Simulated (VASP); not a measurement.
# Na (C2/m) in VASP: further runs

Runs on Na. Level: PBE. Tasks: single point.

Program: VASP 6.6.1. These are calculated values, not measurements. Logs are shortened: lines on timing, memory, paths and dates and some standing lists are left out, and cuts for length are marked.

## 1. The cell of the first run

Symmetry: C2/m, No. 12, monoclinic system. The conventional cell has a = 6.393 Å, b = 3.713 Å, c = 9.614 Å, α = 90.00°, β = 103.07°, γ = 90.00°. Na (site symmetry 2/m) has 12 Na at 3.70 to 3.79 Å within 4.9 Å. Within 4.9 Å of Na (site symmetry m) lie 12 Na at 3.70 to 3.79 Å.

## 2. Single point, PBE

File INCAR:

```
PREC = Accurate
ENCUT = 500
EDIFF = 1E-6
ISMEAR = -1
SIGMA = 0.008617333262145177
LREAL = F
LASPH = T
NELM = 120
ALGO = Normal
ISIF = 2
LWAVE = F
LCHARG = F
GGA = PE
NBANDS = 18
GGA_COMPAT = F
```

File KPOINTS:

```
regular mesh
0
Gamma
  4 4 2
```

File POSCAR:

```
Na
1.0
    3.1966520447     -1.8565520294      0.0000000000
    3.1966520447      1.8565520294      0.0000000000
   -2.1744518352      0.0000000000      9.3648511597
Na
3
Direct
    0.0000000000      0.0000000000      0.0000000000
    0.2224150000      0.2224150000      0.6666760000
    0.7775850000      0.7775850000      0.3333240000
```

Potentials or basis: VASP PAW PBE potentials, release 64 (Na_pv).

The run is started by

```bash
$ cat potpaw_PBE.64/Na_pv/POTCAR > POTCAR
$ mpirun -np 1 vasp_std > vasp.out
```

OUTCAR:

```text
PREC = Accurate
   ENCUT = 500
   EDIFF = 1E-6
   ISMEAR = -1
   LREAL = F
   LASPH = T
   NELM = 120
   ISIF = 2
   GGA = PE

 ion  position               nearest neighbor table
   1  0.000  0.000  0.000-
   2  0.222  0.222  0.667-
   3  0.778  0.778  0.333-

  LATTYP: Found a base centered monoclinic cell.
 ALAT       =     6.3933040894
 B/A-ratio  =     0.5807801423
 C/A-ratio  =     1.5037582021
 COS(beta)  =    -0.2261759492

  Lattice vectors:

 A1 = (   3.1966520447,  -1.8565520294,   0.0000000000)
 A2 = (   3.1966520447,   1.8565520294,   0.0000000000)
 A3 = (  -2.1744518352,   0.0000000000,   9.3648511597)

Analysis of symmetry for initial positions (statically):
=====================================================================
 Subroutine PRICEL returns:
 Original cell was already a primitive cell.

 Routine SETGRP: Setting up the symmetry group for a
 base centered monoclinic supercell.

 Subroutine GETGRP returns: Found  4 space group operations
 (whereof  4 operations were pure point group operations)
 out of a pool of  4 trial point group operations.

The static configuration has the point symmetry C_2h.

Analysis of symmetry for dynamics (positions and initial velocities):
=====================================================================
 Subroutine PRICEL returns:
 Original cell was already a primitive cell.

 Routine SETGRP: Setting up the symmetry group for a
 base centered monoclinic supercell.

 Subroutine GETGRP returns: Found  4 space group operations
 (whereof  4 operations were pure point group operations)
 out of a pool of  4 trial point group operations.

The dynamic configuration has the point symmetry C_2h.

 Subroutine INISYM returns: Found  4 space group operations
 (whereof  4 operations are pure point group operations),
 and found     1 'primitive' translations

----------------------------------------------------------------------------------------

                                     Primitive cell

  volume of cell :     111.1561

  direct lattice vectors                    reciprocal lattice vectors
     3.196652045 -1.856552029  0.000000000     0.156413646 -0.269316449  0.036318136
     3.196652045  1.856552029  0.000000000     0.156413646  0.269316449  0.036318136
    -2.174451835  0.000000000  9.364851160     0.000000000  0.000000000  0.106782263

  length of vectors
     3.696670087  3.696670087  9.613983463     0.313553162  0.313553162  0.106782263

  position of ions in fractional coordinates (direct lattice)
     0.000000000  0.000000000  0.000000000
     0.222415000  0.222415000  0.666676000
     0.777585000  0.777585000  0.333324000

  ion indices of the primitive-cell ions
   primitive index   ion index
                 1           1
                 2           2
                 3           3

----------------------------------------------------------------------------------------

 KPOINTS: regular mesh

Automatic generation of k-mesh.
 Grid dimensions read from file:
 generate k-points for:    4    4    2

 Generating k-lattice:

  Cartesian coordinates                     Fractional coordinates (reciprocal lattice)
     0.039103411 -0.067329112  0.009079534     0.250000000  0.000000000  0.000000000
     0.039103411  0.067329112  0.009079534     0.000000000  0.250000000  0.000000000
     0.000000000  0.000000000  0.053391132     0.000000000  0.000000000  0.500000000

  Length of vectors
     0.078388290  0.078388290  0.053391132

  Shift w.r.t. Gamma in fractional coordinates (k-lattice)
     0.000000000  0.000000000  0.000000000

 Subroutine IBZKPT returns following result:
 ===========================================

 Found     14 irreducible k-points:

 Following reciprocal coordinates:
            Coordinates               Weight
  0.000000  0.000000  0.000000      1.000000
  0.250000  0.000000  0.000000      4.000000
  0.500000  0.000000  0.000000      2.000000
  0.250000  0.250000  0.000000      2.000000
  0.500000  0.250000  0.000000      4.000000
 -0.250000  0.250000  0.000000      2.000000
  0.500000  0.500000  0.000000      1.000000
  0.000000  0.000000  0.500000      1.000000
  0.250000  0.000000  0.500000      4.000000
  0.500000  0.000000  0.500000      2.000000
  0.250000  0.250000  0.500000      2.000000
  0.500000  0.250000  0.500000      4.000000
 -0.250000  0.250000  0.500000      2.000000
  0.500000  0.500000  0.500000      1.000000
   k-points           NKPTS =     14   k-points in BZ     NKDIM =     14   number of bands    NBANDS=     18
   number of dos      NEDOS =    301   number of ions     NIONS =      3
   total plane-waves  NPLWV =  54880
   dimension x,y,z NGX =    28 NGY =   28 NGZ =   70
   dimension x,y,z NGXF=    56 NGYF=   56 NGZF=  140
   ions per type =               3
   NGX,Y,Z   is equivalent  to a cutoff of  12.59, 12.59, 12.10 a.u.
   NGXF,Y,Z  is equivalent  to a cutoff of  25.18, 25.18, 24.21 a.u.
 SYSTEM =  unknown system
   PREC   = accura    normal or accurate (medium, high low for compatibility)
   ISTART =      0    job   : 0-new  1-cont  2-samecut
   ICHARG =      2    charge: 1-file 2-atom 10-const
   ISPIN  =      1    spin polarized calculation?
   LNONCOLLINEAR =      F non collinear calculations
   LSORBIT =      F    spin-orbit coupling
   LASPH  =      T    aspherical Exc in radial PAW
   ENCUT  =  500.0 eV  36.75 Ry    6.06 a.u.   6.74  6.74 17.53*2*pi/ulx,y,z
   NELM   =    120;   NELMIN=  2; NELMDL= -5     # of ELM steps
   EDIFF  = 0.1E-05   stopping-criterion for ELM
   LREAL  =      F    real-space projection
   EDIFFG = 0.1E-04   stopping-criterion for IOM
   NSW    =      0    number of steps for IOM
   IBRION =     -1    ionic relax: 0-MD 1-quasi-New 2-CG
   NFREE  =      0    steps in history (QN), initial steepest desc. (CG)
   ISIF   =      2    stress and relaxation
   ISYM   =      2    0-nonsym 1-usesym 2-fastsym
   POTIM  = 0.5000    time-step for ionic-motion
   TEBEG  =    0.0;   TEEND  =   0.0 temperature during run
   PSTRESS=    0.0 pullay stress
   NELECT =      21.0000    total number of electrons
   NUPDOWN=      -1.0000    fix difference up-down
   EMIN   =  10.00;   EMAX   =-10.00  energy-range for DOS
   EFERMI =   0.00;   METHOD = LEGACY
   ISMEAR =    -1;   SIGMA  =   0.01  broadening in eV -4-tet -1-fermi 0-gaus
   EFERMI_NEDOS =   21; number of points for ismear=-14 and -15
   IALGO  =     38    algorithm
   IMIX   =      4    mixing-type and parameters
     AMIX     =   0.40;   BMIX     =  1.00
     AMIX_MAG =   1.60;   BMIX_MAG =  1.00
  volume/ion in A,a.u.               =      37.05       250.04
  Fermi-wavevector in a.u.,A,eV,Ry     =   0.939370  1.775152 12.006005  0.882416
  Thomas-Fermi vector in A             =   2.066676
   LORBIT       =      0    0 simple, 1 ext, 2 COOP (PROOUT), +10 PAW based schemes
   GGA     = PE    functional components
   LHFCALC =     F    Hartree Fock is set to
   AEXX    =    0.0000 exact exchange contribution
   IVDW    =     0    specifies the selected vdW correction
   LEPSILON=     F    determine dielectric tensor
   LRPA    =     F    only Hartree local field effects (RPA)
 non-spin polarized calculation
  energy-cutoff  :      500.00
  volume of cell :      111.16
 maximum number of plane-waves:      2858
 NGX is ok and might be reduce to    28
   NGX = 13   NGY = 13   NGZ = 35

 number of electron      20.9999991 magnetization

 Free energy of the ion-electron system (eV)
  ---------------------------------------------------
  ext. energy  EPLUGINS =         0.00000000
  ---------------------------------------------------
  free energy    TOTEN  =        -3.84859044 eV

  energy without entropy =       -3.84784372  energy(sigma->0) =       -3.84821708

 E-fermi :   0.3266     XC(G=0):  -6.5031

 val. band max:        0.3265677752   @ k =   0.2500   0.2500   0.0000
 cond. band min:       0.6748485705   @ k =   0.5000   0.0000   0.0000
 fundamental gap:      0.3482807953
 Fermi energy:         0.3265679824

 k-point     1 :       0.0000    0.0000    0.0000
  band No.  band energies     occupation
      1     -24.5917      2.00000
      2     -24.5917      2.00000
      3     -24.5718      2.00000
      4     -24.5718      2.00000
      5     -24.5705      2.00000
      6     -24.5703      2.00000
[... 10 lines left out ...]
     17      10.8113      0.00000
     18      10.8614      0.00000

 k-point     2 :       0.2500    0.0000    0.0000
  band No.  band energies     occupation
      1     -24.5921      2.00000
      2     -24.5911      2.00000
      3     -24.5844      2.00000
      4     -24.5823      2.00000
      5     -24.5792      2.00000
      6     -24.5754      2.00000
[... 10 lines left out ...]
     17       7.4439      0.00000
     18       8.7618      0.00000

 k-point     3 :       0.5000    0.0000    0.0000
  band No.  band energies     occupation
      1     -24.6030      2.00000
      2     -24.6008      2.00000
      3     -24.5990      2.00000
      4     -24.5814      2.00000
      5     -24.5791      2.00000
      6     -24.5790      2.00000
[... 10 lines left out ...]
     17       6.1901      0.00000
     18       7.4895      0.00000

 k-point     4 :       0.2500    0.2500    0.0000
  band No.  band energies     occupation
      1     -24.5933      2.00000
      2     -24.5913      2.00000
      3     -24.5852      2.00000
      4     -24.5834      2.00000
      5     -24.5787      2.00000
      6     -24.5756      2.00000
[... 165 lines left out ...]
      4     -24.5857      2.00000
      5     -24.5842      2.00000
      6     -24.5810      2.00000
[... 10 lines left out ...]
     17       5.2374      0.00000
     18       5.6015      0.00000

 k-point    13 :      -0.2500    0.2500    0.5000
  band No.  band energies     occupation
      1     -24.5959      2.00000
      2     -24.5955      2.00000
      3     -24.5924      2.00000
      4     -24.5874      2.00000
      5     -24.5856      2.00000
      6     -24.5830      2.00000
[... 10 lines left out ...]
     17       5.0548      0.00000
     18       5.6798      0.00000

 k-point    14 :       0.5000    0.5000    0.5000
  band No.  band energies     occupation
      1     -24.6044      2.00000
      2     -24.6020      2.00000
      3     -24.6007      2.00000
      4     -24.5809      2.00000
      5     -24.5796      2.00000
      6     -24.5785      2.00000
[... 10 lines left out ...]
     17       6.2750      0.00000
     18       7.4340      0.00000

------------------------ aborting loop because EDIFF is reached ----------------------------------------

  FORCE on cell =-STRESS in cart. coord.  units (eV):
  Direction    XX          YY          ZZ          XY          YZ          ZX
  --------------------------------------------------------------------------------------
  -------------------------------------------------------------------------------------
  Total       -0.1528729      0.5395634     -0.2529923      0.0000000      0.0000000      0.2206648
  in kB       -2.2034730      7.7771359     -3.6465695      0.0000000      0.0000000      3.1806092
  external PRESSURE =       0.6423644 kB  Pullay stress =       0.0000000 kB

 VOLUME and BASIS-vectors are now :
 -----------------------------------------------------------------------------
  energy-cutoff  :      500.00
  volume of cell :      111.16
      direct lattice vectors                 reciprocal lattice vectors
     3.196652045 -1.856552029  0.000000000     0.156413646 -0.269316449  0.036318136
     3.196652045  1.856552029  0.000000000     0.156413646  0.269316449  0.036318136
    -2.174451835  0.000000000  9.364851160     0.000000000  0.000000000  0.106782263

 POSITION                                       TOTAL-FORCE (eV/Angst)
 -----------------------------------------------------------------------------------
      0.00000      0.00000      0.00000        -0.000000      0.000000      0.000000
     -0.02769      0.00000      6.24332         0.001931      0.000000      0.000622
      4.24654      0.00000      3.12153        -0.001931      0.000000     -0.000622
 -----------------------------------------------------------------------------------
    total drift:                               -0.000000      0.000000      0.000000

  FREE ENERGIE OF THE ION-ELECTRON SYSTEM (eV)
  ---------------------------------------------------
  free  energy   TOTEN  =        -3.8485904434 eV

  energy  without entropy=       -3.8478437196  energy(sigma->0) =       -3.84821708
```

Run time: 8 s. Hardware: 1 thread of Intel Xeon 6975P-C (Granite Rapids), shared host; peak memory 0.2 GiB.

What came out:

```yaml
Free_energy: -3.8486 eV
Pressure: 0.1 GPa
```

Forces in eV/Å, atoms in the order of the input:
```
Na   0.000  0.000  0.000
Na   0.002  0.000  0.001
Na  -0.002  0.000 -0.001
```

Stress tensor (GPa, compression positive):
```
-0.22  0.00  0.32
 0.00  0.78  0.00
 0.32  0.00 -0.36
```

Caveat: the k points lie up to 0.49 Å⁻¹ apart.

## 3. Single point, PBE

File INCAR:

```
  PREC = Accurate
  ENCUT = 500
  EDIFF = 1E-6
  ISMEAR = 0
  SIGMA = 0.1
  LREAL = F
  LASPH = T
  NELM = 120
  ALGO = Normal
  ISIF = 2
  LWAVE = F
  LCHARG = T
  GGA = PE
  LELF = T
  LVHAR = T
  NBANDS = 18
  GGA_COMPAT = F
```

KPOINTS is that of step 2.

POSCAR is that of step 2.

Potentials or basis: VASP PAW PBE potentials, release 64 (Na_pv).

The run is started by

```bash
$ cat potpaw_PBE.64/Na_pv/POTCAR > POTCAR
$ mpirun -np 1 vasp_std > vasp.out
```

Run time: 8.9 s. Hardware: 1 thread of Intel Xeon 6975P-C (Granite Rapids), shared host; peak memory 0.2 GiB.

The run converged. Its results:

```
Free energy : -3.8517 eV
Pressure    : 0.1 GPa
```

Stress tensor (GPa, compression positive):
```
-0.19  0.00  0.36
 0.00  0.70  0.00
 0.36  0.00 -0.31
```

Levels at points of the mesh, in eV from the Fermi level:
```tsv
k point	band 6	band 7	band 8	band 9	band 10	band 11	band 12	band 13	band 14	band 15
(0.00, 0.00, 0.00)	-24.91	-24.91	-24.91	-24.91	-3.29	-1.55	-1.55	3.46	3.46	10.39
(0.50, 0.00, 0.00)	-24.92	-24.92	-24.92	-24.91	0.33	0.46	1.28	1.74	2.58	2.72
(0.50, 0.50, 0.00)	-24.92	-24.92	-24.92	-24.91	0.52	0.61	0.94	1.35	3.27	3.40
(0.00, 0.00, 0.50)	-24.91	-24.91	-24.91	-24.91	-2.85	-2.85	0.40	0.76	7.03	7.03
(0.50, 0.00, 0.50)	-24.92	-24.92	-24.92	-24.92	0.48	0.57	0.92	1.34	3.19	3.33
(0.50, 0.50, 0.50)	-24.92	-24.92	-24.91	-24.91	0.36	0.49	1.34	1.80	2.57	2.71
```

Caveat: the k points lie up to 0.49 Å⁻¹ apart.
